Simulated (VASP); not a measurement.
# GaAs3 (P6_3/mmc) in VASP: a series of runs

The runs below take GaAs3 through single point, relaxation of cell and atoms, with PBE.

All numbers are computed with VASP 6.6.1; they aren't measurements. Logs are shortened: lines on timing, memory, paths and dates and some standing lists are left out, and cuts for length are marked.

### 1 The cell of the first run

It takes space group P6_3/mmc (No. 194, hexagonal). Conventional cell: a = 6.137 Å, b = 6.137 Å, c = 5.091 Å, α = 90.00°, β = 90.00°, γ = 120.00°. Within 4.0 Å of Ga (site symmetry -6m2) lie 12 As at 3.08 to 3.23 Å. Within 3.6 Å of As (site symmetry mm2) lie 8 As at 2.69 to 3.44 Å and 4 Ga at 3.08 to 3.23 Å.

### 2 Single point, PBE

Contents of INCAR:

```
SYSTEM = GaAs3
PREC = Accurate ; ENCUT = 520
EDIFF = 1E-6 ; ISMEAR = 0
SIGMA = 0.1 ; LREAL = .False.
LASPH = .True. ; NELM = 60
ALGO = Normal ; ISIF = 2
LWAVE = .False. ; LCHARG = .True.
GGA = PE ; LELF = .True.
LVHAR = .True. ; NBANDS = 38
```

Contents of KPOINTS:

```
regular mesh
0
Gamma
  6 6 8
  0 0 0
```

Contents of POSCAR:

```
GaAs3
1.0
    6.1368480450      0.0000000000      0.0000000000
   -3.0684240225      5.3146663061      0.0000000000
    0.0000000000      0.0000000000      5.0910619358
Ga As
2 6
Direct
    0.3333333333      0.6666666667      0.2500000000
    0.6666666667      0.3333333333      0.7500000000
    0.8536497952      0.7072995905      0.2500000000
    0.1463502048      0.8536497952      0.7500000000
    0.2927004095      0.1463502048      0.2500000000
    0.1463502048      0.2927004095      0.7500000000
    0.8536497952      0.1463502048      0.2500000000
    0.7072995905      0.8536497952      0.7500000000
```

Potentials or basis: VASP PAW PBE potentials, release 64 (Ga_d, As).

On the command line:

```bash
> cat potpaw_PBE.64/Ga_d/POTCAR potpaw_PBE.64/As/POTCAR > POTCAR
> mpirun -np 1 vasp_std > vasp.out
```

OUTCAR:

```text
SYSTEM = GaAs3
   PREC = Accurate
   ENCUT = 520
   EDIFF = 1E-6
   ISMEAR = 0
   LREAL = .False.
   LASPH = .True.
   NELM = 60
   ISIF = 2
   GGA = PE

 ion  position               nearest neighbor table
   1  0.333  0.667  0.250-
   2  0.667  0.333  0.750-
   3  0.854  0.707  0.250-   5 2.69   7 2.69
   4  0.146  0.854  0.750-   6 2.69   8 2.69
   5  0.293  0.146  0.250-   3 2.69   7 2.69
   6  0.146  0.293  0.750-   4 2.69   8 2.69
   7  0.854  0.146  0.250-   3 2.69   5 2.69
   8  0.707  0.854  0.750-   6 2.69   4 2.69

  LATTYP: Found a hexagonal cell.
 ALAT       =     6.1368480450
 C/A-ratio  =     0.8295890494

  Lattice vectors:

 A1 = (   6.1368480450,   0.0000000000,   0.0000000000)
 A2 = (  -3.0684240225,   5.3146663061,   0.0000000000)
 A3 = (   0.0000000000,   0.0000000000,   5.0910619358)

Analysis of symmetry for initial positions (statically):
=====================================================================
 Subroutine PRICEL returns:
 Original cell was already a primitive cell.

 Routine SETGRP: Setting up the symmetry group for a
 hexagonal supercell.

 Subroutine GETGRP returns: Found 24 space group operations
 (whereof 12 operations were pure point group operations)
 out of a pool of 24 trial point group operations.

The static configuration has the point symmetry D_3d.
 The point group associated with its full space group is D_6h.

Analysis of symmetry for dynamics (positions and initial velocities):
=====================================================================
 Subroutine PRICEL returns:
 Original cell was already a primitive cell.

 Routine SETGRP: Setting up the symmetry group for a
 hexagonal supercell.

 Subroutine GETGRP returns: Found 24 space group operations
 (whereof 12 operations were pure point group operations)
 out of a pool of 24 trial point group operations.

The dynamic configuration has the point symmetry D_3d.
 The point group associated with its full space group is D_6h.

 Subroutine INISYM returns: Found 24 space group operations
 (whereof 12 operations are pure point group operations),
 and found     1 'primitive' translations

----------------------------------------------------------------------------------------

                                     Primitive cell

  volume of cell :     166.0465

  direct lattice vectors                    reciprocal lattice vectors
     6.136848045  0.000000000  0.000000000     0.162950100  0.094079284  0.000000000
    -3.068424022  5.314666306  0.000000000     0.000000000  0.188158568  0.000000000
     0.000000000  0.000000000  5.091061936     0.000000000  0.000000000  0.196422674

  length of vectors
     6.136848045  6.136848045  5.091061936     0.188158568  0.188158568  0.196422674

  position of ions in fractional coordinates (direct lattice)
     0.333333333  0.666666667  0.250000000
     0.666666667  0.333333333  0.750000000
     0.853649795  0.707299590  0.250000000
     0.146350205  0.853649795  0.750000000
     0.292700410  0.146350205  0.250000000
     0.146350205  0.292700410  0.750000000
     0.853649795  0.146350205  0.250000000
     0.707299590  0.853649795  0.750000000

  ion indices of the primitive-cell ions
   primitive index   ion index
                 1           1
                 2           2
                 3           3
                 4           4
                 5           5
                 6           6
                 7           7
                 8           8

----------------------------------------------------------------------------------------

 KPOINTS: regular mesh

Automatic generation of k-mesh.
 Grid dimensions read from file:
 generate k-points for:    6    6    8

 Generating k-lattice:

  Cartesian coordinates                     Fractional coordinates (reciprocal lattice)
     0.027158350  0.015679881  0.000000000     0.166666667  0.000000000  0.000000000
     0.000000000  0.031359761  0.000000000     0.000000000  0.166666667  0.000000000
     0.000000000  0.000000000  0.024552834     0.000000000  0.000000000  0.125000000

  Length of vectors
     0.031359761  0.031359761  0.024552834

  Shift w.r.t. Gamma in fractional coordinates (k-lattice)
     0.000000000  0.000000000  0.000000000

 Subroutine IBZKPT returns following result:
 ===========================================

 Found     35 irreducible k-points:

 Following reciprocal coordinates:
            Coordinates               Weight
  0.000000  0.000000  0.000000      1.000000
  0.166667  0.000000  0.000000      6.000000
  0.333333  0.000000  0.000000      6.000000
  0.500000  0.000000  0.000000      3.000000
  0.166667  0.166667  0.000000      6.000000
  0.333333  0.166667  0.000000     12.000000
[... 16 lines left out ...]
  0.166667  0.000000  0.375000     12.000000
  0.333333  0.000000  0.375000     12.000000
 [... further k-points ...]
   k-points           NKPTS =     35   k-points in BZ     NKDIM =     35   number of bands    NBANDS=     38
   number of dos      NEDOS =    301   number of ions     NIONS =      8
   total plane-waves  NPLWV =  92160
   dimension x,y,z NGX =    48 NGY =   48 NGZ =   40
   dimension x,y,z NGXF=    96 NGYF=   96 NGZF=   80
   ions per type =               2   6
   NGX,Y,Z   is equivalent  to a cutoff of  13.00, 13.00, 13.06 a.u.
   NGXF,Y,Z  is equivalent  to a cutoff of  26.01, 26.01, 26.12 a.u.
 SYSTEM =  GaAs3
   PREC   = accura    normal or accurate (medium, high low for compatibility)
   ISTART =      0    job   : 0-new  1-cont  2-samecut
   ICHARG =      2    charge: 1-file 2-atom 10-const
   ISPIN  =      1    spin polarized calculation?
   LNONCOLLINEAR =      F non collinear calculations
   LSORBIT =      F    spin-orbit coupling
   LASPH  =      T    aspherical Exc in radial PAW
   ENCUT  =  520.0 eV  38.22 Ry    6.18 a.u.  11.41 11.41  9.47*2*pi/ulx,y,z
   NELM   =     60;   NELMIN=  2; NELMDL= -5     # of ELM steps
   EDIFF  = 0.1E-05   stopping-criterion for ELM
   LREAL  =      F    real-space projection
   EDIFFG = 0.1E-04   stopping-criterion for IOM
   NSW    =      0    number of steps for IOM
   IBRION =     -1    ionic relax: 0-MD 1-quasi-New 2-CG
   NFREE  =      0    steps in history (QN), initial steepest desc. (CG)
   ISIF   =      2    stress and relaxation
   ISYM   =      2    0-nonsym 1-usesym 2-fastsym
   POTIM  = 0.5000    time-step for ionic-motion
   TEBEG  =    0.0;   TEEND  =   0.0 temperature during run
   PSTRESS=    0.0 pullay stress
   NELECT =      56.0000    total number of electrons
   NUPDOWN=      -1.0000    fix difference up-down
   EMIN   =  10.00;   EMAX   =-10.00  energy-range for DOS
   EFERMI =   0.00;   METHOD = LEGACY
   ISMEAR =     0;   SIGMA  =   0.10  broadening in eV -4-tet -1-fermi 0-gaus
   EFERMI_NEDOS =   21; number of points for ismear=-14 and -15
   IALGO  =     38    algorithm
   IMIX   =      4    mixing-type and parameters
     AMIX     =   0.40;   BMIX     =  1.00
     AMIX_MAG =   1.60;   BMIX_MAG =  1.00
  volume/ion in A,a.u.               =      20.76       140.07
  Fermi-wavevector in a.u.,A,eV,Ry     =   1.139535  2.153409 17.667703  1.298540
  Thomas-Fermi vector in A             =   2.276238
   LORBIT       =      0    0 simple, 1 ext, 2 COOP (PROOUT), +10 PAW based schemes
   GGA     = PE    functional components
   LHFCALC =     F    Hartree Fock is set to
   AEXX    =    0.0000 exact exchange contribution
   IVDW    =     0    specifies the selected vdW correction
   LEPSILON=     F    determine dielectric tensor
   LRPA    =     F    only Hartree local field effects (RPA)
 non-spin polarized calculation
 Gauss-broadening in eV      SIGMA  =   0.10
  energy-cutoff  :      520.00
  volume of cell :      166.05
 maximum number of plane-waves:      4507
 NGX is ok and might be reduce to    48
   NGX = 23   NGY = 23   NGZ = 19

 number of electron      55.9999992 magnetization

 Free energy of the ion-electron system (eV)
  ---------------------------------------------------
  ext. energy  EPLUGINS =         0.00000000
  ---------------------------------------------------
  free energy    TOTEN  =       -31.41608360 eV

  energy without entropy =      -31.39899249  energy(sigma->0) =      -31.40753804

 E-fermi :   5.6038     XC(G=0): -10.3551

 val. band max:        5.5538236893   @ k =   0.3333   0.1667   0.2500
 cond. band min:       5.6131497999   @ k =   0.1667   0.0000   0.0000
 fundamental gap:      0.0593261106
 Fermi energy:         5.6038411925

 k-point     1 :       0.0000    0.0000    0.0000
  band No.  band energies     occupation
      1      -9.3387      2.00000
      2      -9.3288      2.00000
      3      -9.3288      2.00000
      4      -9.3273      2.00000
      5      -9.3148      2.00000
      6      -9.3148      2.00000
[... 30 lines left out ...]
     37       9.6297      0.00000
     38      10.6550      0.00000

 k-point     2 :       0.1667    0.0000    0.0000
  band No.  band energies     occupation
      1      -9.3532      2.00000
      2      -9.3263      2.00000
      3      -9.3249      2.00000
      4      -9.3142      2.00000
      5      -9.3141      2.00000
      6      -9.3127      2.00000
[... 30 lines left out ...]
     37       9.5373      0.00000
     38      10.3752      0.00000

 k-point     3 :       0.3333    0.0000    0.0000
  band No.  band energies     occupation
      1      -9.3625      2.00000
      2      -9.3214      2.00000
      3      -9.3190      2.00000
      4      -9.3132      2.00000
      5      -9.3124      2.00000
      6      -9.3086      2.00000
[... 30 lines left out ...]
     37       8.7847      0.00000
[... 781 lines left out ...]
 k-point    23 :       0.1667    0.0000    0.3750
  band No.  band energies     occupation
      1      -9.3342      2.00000
      2      -9.3265      2.00000
      3      -9.3242      2.00000
      4      -9.3214      2.00000
      5      -9.3175      2.00000
      6      -9.3128      2.00000
[... 30 lines left out ...]
     37       9.5545      0.00000
     38       9.8085      0.00000

 k-point    24 :       0.3333    0.0000    0.3750
  band No.  band energies     occupation
      1      -9.3383      2.00000
      2      -9.3239      2.00000
      3      -9.3208      2.00000
      4      -9.3170      2.00000
      5      -9.3128      2.00000
      6      -9.3089      2.00000
[... 30 lines left out ...]
     37       8.8347      0.00000
     38       9.2851      0.00000

 [... further k-points ...]

------------------------ aborting loop because EDIFF is reached ----------------------------------------

  FORCE on cell =-STRESS in cart. coord.  units (eV):
  Direction    XX          YY          ZZ          XY          YZ          ZX
  --------------------------------------------------------------------------------------
  -------------------------------------------------------------------------------------
  Total        0.1156622      0.1156622      0.0866886      0.0000000     -0.0000000      0.0000000
  in kB        1.1160210      1.1160210      0.8364556      0.0000000     -0.0000000      0.0000000
  external PRESSURE =       1.0228325 kB  Pullay stress =       0.0000000 kB

 VOLUME and BASIS-vectors are now :
 -----------------------------------------------------------------------------
  energy-cutoff  :      520.00
  volume of cell :      166.05
      direct lattice vectors                 reciprocal lattice vectors
     6.136848045  0.000000000  0.000000000     0.162950100  0.094079284  0.000000000
    -3.068424022  5.314666306  0.000000000     0.000000000  0.188158568  0.000000000
     0.000000000  0.000000000  5.091061936     0.000000000  0.000000000  0.196422674

 POSITION                                       TOTAL-FORCE (eV/Angst)
 -----------------------------------------------------------------------------------
     -0.00000      3.54311      1.27277         0.000000      0.000000      0.000000
      3.06842      1.77156      3.81830         0.000000      0.000000      0.000000
      3.06842      3.75906      1.27277         0.000000     -0.020476     -0.000000
     -1.72123      4.53686      3.81830         0.017733     -0.010238     -0.000000
      1.34719      0.77780      1.27277         0.017733      0.010238      0.000000
      0.00000      1.55561      3.81830        -0.000000      0.020476      0.000000
      4.78965      0.77780      1.27277        -0.017733      0.010238      0.000000
      1.72123      4.53686      3.81830        -0.017733     -0.010238      0.000000
 -----------------------------------------------------------------------------------
    total drift:                               -0.000000      0.000000     -0.000000

  FREE ENERGIE OF THE ION-ELECTRON SYSTEM (eV)
  ---------------------------------------------------
  free  energy   TOTEN  =       -31.4160835971 eV

  energy  without entropy=      -31.3989924857  energy(sigma->0) =      -31.40753804
```

Wall time 2.6 min (1 thread of Intel Xeon Platinum 8488C (Sapphire Rapids), shared host); peak memory 0.38 GiB.

What came out:

```
Free energy            : -31.4161 eV
Pressure               : 0.1 GPa
Largest force          : 0.020 eV/Å
Band gap on the k mesh : zero (bands 28 and 29 overlap by 2.57 eV)
```

Forces in eV/Å, atoms in the order of the input:
```
Ga   0.000  0.000  0.000
Ga   0.000  0.000  0.000
As   0.000 -0.020  0.000
As   0.018 -0.010  0.000
As   0.018  0.010  0.000
As   0.000  0.020  0.000
As  -0.018  0.010  0.000
As  -0.018 -0.010  0.000
```

Levels at points of the mesh, in eV from the Fermi level:
| k point | band 26 | band 27 | band 28 | band 29 | band 30 | band 31 |
| --- | --- | --- | --- | --- | --- | --- |
| (0.00, 0.00, 0.00) | -2.60 | -1.85 | 0.60 | 0.60 | 0.67 | 0.70 |
| (0.50, 0.00, 0.00) | -1.77 | -1.09 | -0.92 | -0.91 | 0.61 | 1.26 |
| (0.00, 0.00, 0.50) | -1.12 | 1.66 | 1.66 | 1.66 | 1.66 | 1.90 |
| (0.50, 0.00, 0.50) | -1.33 | -1.09 | -1.09 | 0.35 | 0.35 | 1.10 |

### 3 Relaxation of cell and atoms, PBE

This run uses another cell than the first one, of 20.28 Å³/atom.

Contents of INCAR:

```
ALGO = Normal
EDIFF = 1E-6
EDIFFG = -0.01
ENCUT = 600
GGA = PE
IBRION = 2
ISIF = 3
ISMEAR = 0
LASPH = True
LCHARG = False
LREAL = False
LWAVE = False
NELM = 100
NSW = 100
PREC = Accurate
SIGMA = 0.1
```

Contents of KPOINTS:

```
k-points
0
Gamma
  6 6 8
```

Contents of POSCAR:

```
GaAs3
1.0
    6.1569869315      0.0000000000      0.0000000000
   -3.0784934657      5.3321070934      0.0000000000
    0.0000000000      0.0000000000      4.9419319883
Ga As
2 6
Direct
    0.3333333333      0.6666666667      0.2500000000
    0.6666666667      0.3333333333      0.7500000000
    0.8330000000      0.6660000000      0.2500000000
    0.1670000000      0.8330000000      0.7500000000
    0.3340000000      0.1670000000      0.2500000000
    0.1670000000      0.3340000000      0.7500000000
    0.8330000000      0.1670000000      0.2500000000
    0.6660000000      0.8330000000      0.7500000000
```

Potentials or basis: VASP PAW PBE potentials, release 64 (Ga_d, As).

On the command line:

```bash
> cat potpaw_PBE.64/Ga_d/POTCAR potpaw_PBE.64/As/POTCAR > POTCAR
> mpirun -np 1 vasp_std > vasp.out
```

Run time: 44 min. Hardware: 1 thread of Intel Xeon Platinum 8488C (Sapphire Rapids), shared host; peak memory 0.45 GiB.

Results (log left out):

* Free energy: -31.4158 eV
* Relaxed volume: 20.78 Å³/atom
* Relaxed cell: a = 6.140 Å, b = 6.140 Å, c = 5.091 Å, α = 90.00°, β = 90.00°, γ = 120.00°
* Space group after relaxing (to 0.1 Å): P6_3/mmc (No. 194)
* Energy gained by relaxing: 39.8 meV/atom
* Ionic steps: 23
* Pressure after relaxing: -0.1 GPa
* Largest force after relaxing: 0.003 eV/Å
* Band gap on the k mesh: zero (bands 28 and 29 overlap by 2.57 eV)

Forces on the atoms (eV/Å):
```
Ga   0.000  0.000  0.000
Ga   0.000  0.000  0.000
As   0.000  0.003  0.000
As  -0.003  0.002  0.000
As  -0.003 -0.002  0.000
As   0.000 -0.003  0.000
As   0.003 -0.002  0.000
As   0.003  0.002  0.000
```

The path:
| step | energy change (eV) | largest force (eV/Å) | pressure (GPa) | volume (Å³) |
| --- | --- | --- | --- | --- |
| 1 | 0.0000 | 0.1233 | -3.02 | 162.24 |
| 2 | -0.0758 | 0.0896 | 0.61 | 153.43 |
| 3 | -0.0777 | 0.0959 | 0.07 | 154.56 |
| 4 | -0.0813 | 0.0989 | 0.10 | 154.58 |
| 5 | -0.0907 | 0.1039 | 0.16 | 154.63 |
| 6 | -0.1123 | 0.1582 | 0.50 | 154.70 |
| 7 | -0.1808 | 0.1571 | 1.65 | 154.75 |
| 8 | -0.1765 | 0.0843 | 2.08 | 154.74 |
| 9 | -0.1811 | 0.1426 | 1.75 | 154.75 |
| 10 | -0.1821 | 0.1390 | 1.74 | 154.82 |
| 11 | -0.1845 | 0.1270 | 1.75 | 155.01 |
| 12 | -0.1873 | 0.0993 | 1.80 | 155.41 |
| 13 | -0.1910 | 0.1032 | 1.72 | 155.62 |
| 14 | -0.2014 | 0.1149 | 1.46 | 156.27 |
| 15 | -0.2197 | 0.1379 | 1.02 | 157.56 |
| 16 | -0.2466 | 0.1804 | 0.15 | 160.16 |
| 17 | -0.2656 | 0.2657 | -1.33 | 165.45 |
| 18 | -0.2857 | 0.2291 | -1.12 | 165.81 |
| 19 | -0.3156 | 0.0800 | -0.52 | 166.70 |
| 20 | -0.3177 | 0.0144 | -0.26 | 167.01 |
| 21 | -0.3177 | 0.0211 | -0.26 | 166.98 |
| 22 | -0.3184 | 0.0084 | -0.12 | 166.43 |
| 23 | -0.3185 | 0.0030 | -0.06 | 166.20 |

Final structure:
```
Ga As
1.0
     6.13964    0.00000    0.00000
    -3.06982    5.31709    0.00000
     0.00000    0.00000    5.09117
Ga As
2 6
Direct
  0.33333 0.66667 0.25000
  0.66667 0.33333 0.75000
  0.85346 0.70691 0.25000
  0.14654 0.85346 0.75000
  0.29309 0.14654 0.25000
  0.14654 0.29309 0.75000
  0.85346 0.14654 0.25000
  0.70691 0.85346 0.75000
```

Levels at points of the mesh, in eV from the Fermi level:
| k point | band 24 | band 25 | band 26 | band 27 | band 28 | band 29 | band 30 | band 31 | band 32 | band 33 |
| --- | --- | --- | --- | --- | --- | --- | --- | --- | --- | --- |
| (0.00, 0.00, 0.00) | -2.89 | -2.60 | -2.60 | -1.85 | 0.60 | 0.60 | 0.66 | 0.69 | 0.86 | 1.72 |
| (0.50, 0.00, 0.00) | -3.09 | -2.44 | -1.76 | -1.08 | -0.92 | -0.91 | 0.60 | 1.26 | 1.47 | 1.49 |
| (0.00, 0.00, 0.50) | -4.76 | -1.10 | -1.10 | 1.66 | 1.66 | 1.66 | 1.66 | 1.89 | 1.89 | 2.70 |
| (0.50, 0.00, 0.50) | -2.23 | -1.32 | -1.32 | -1.09 | -1.09 | 0.34 | 0.34 | 1.10 | 1.10 | 1.89 |

The gap in the log of VASP goes by the Fermi energy; the results here count the filled bands.